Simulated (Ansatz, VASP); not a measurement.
## One calculation of Hf, two programs

The input INCAR:

```
ALGO     = Normal         # electronic algorithm
EDIFF    = 1E-6           # SCF threshold, eV
ENCUT    = 520            # plane-wave cutoff, eV
GGA      = CA             # functional
ISIF     = 2              # what is computed and relaxed
ISMEAR   = 0              # smearing method
LASPH    = T              # aspherical terms in the spheres
LCHARG   = F              # write CHGCAR
LREAL    = F              # projectors in reciprocal space
LWAVE    = F              # write WAVECAR
NBANDS   = 17             # bands
NELM     = 100            # most SCF steps
PREC     = Accurate       # precision mode
SIGMA    = 0.02           # smearing width, eV
```

The input KPOINTS:

```
k-points
0
Gamma
  10 10 5
```

Contents of POSCAR:

```
Hf
1.0
    3.1967000000      0.0000000000      0.0000000000
   -1.5983500000      2.7684234083      0.0000000000
    0.0000000000      0.0000000000      5.0578000000
Hf
2
Direct
    0.6666666667      0.3333333333      0.7500000000
    0.3333333333      0.6666666667      0.2500000000
```

input.yaml

```yaml
crystal:
  lattice:
    - [3.1967, 0.0, 0.0]
    - [-1.59835, 2.7684234083, 0.0]
    - [0.0, 0.0, 5.0578]
  atoms:
    - { symbol: Hf, position: [0.6666666667, 0.3333333333, 0.75] }
    - { symbol: Hf, position: [0.3333333333, 0.6666666667, 0.25] }
kpoints:
  mp_grid: { grid: [10, 10, 5] }
scf:
  occupations: { method: gaussian, width: 0.02 }
hamiltonian:
  xc: lda
  pseudopotentials: { kind: all_electron, lapw: { basis_error: 0.001 } }
output:
  forces: true
  stress: true
  eigenvalues: true
```

Alike in both runs: task single point; functional LDA; k mesh 10 × 10 × 5; occupations gaussian, width 0.02 eV; no spin polarisation.

|  | VASP | Ansatz |
| --- | --- | --- |
| version | VASP 6.6.1 | Ansatz 0.2.0 |
| potentials or method | VASP PAW LDA potentials, release 64 (Hf_pv), cutoff 520 eV | all-electron LAPW, scalar-relativistic |

VASP gave:

| Property | Result |
| --- | --- |
| gap on the k mesh at the Fermi level (eV) | none |
| pressure (GPa) | -8.0 |
| traceless stress, the component that is largest in VASP (GPa) | -0.47 |

Question: Which values does Ansatz return?

Answer: gap on the k mesh at the Fermi level (eV): none; pressure (GPa): -7.9; traceless stress, the component that is largest in VASP (GPa): -0.46.

LDA's correlation is that of Perdew and Zunger in VASP and of Perdew and Wang (1992) in Ansatz. A gap of «none» marks a metal or a gap that the smearing closes. Ansatz ran all-electron here, and VASP with PAW potentials.

Neither program's run includes spin-orbit coupling.
